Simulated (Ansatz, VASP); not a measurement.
## Two plane-wave programs on PbS

```
Pb S
1.0
     0.00000    3.03912    2.96500
     3.03912    0.00000    2.96500
     3.03912    3.03912    0.00000
Pb S
1 1
Direct
  0.00000 0.00000 0.00000
  0.50000 0.50000 0.50000
```

Change from the starting cell: strain +0.025 along x and y, +0.000 along z, atoms carried along.

Alike in both runs: task single point; functional r2SCAN; k mesh 8 × 8 × 8; occupations gaussian, width 0.05 eV; no spin polarisation.

```csv
,VASP,Ansatz
version,VASP 6.6.1,Ansatz 0.2.0
potentials or method,"VASP PAW PBE potentials, release 64 (Pb_d, S), cutoff 550 eV","scalar-relativistic, plane waves, PAW"
valence electrons in the cell,20,20
```

Ansatz gave:

* gap on the k mesh at the Fermi level (eV): 0.77
* least direct gap on the mesh (eV): 0.77
* pressure (GPa): -1.4
* traceless stress, the component that is largest in VASP (GPa): 1.82

Q: What did VASP give for the same quantities?

A: gap on the k mesh at the Fermi level (eV): 0.78; least direct gap on the mesh (eV): 0.78; pressure (GPa): -1.4; traceless stress, the component that is largest in VASP (GPa): 1.83.

VASP's potentials were made for PBE, not for r2SCAN.

Spin-orbit coupling is off throughout.
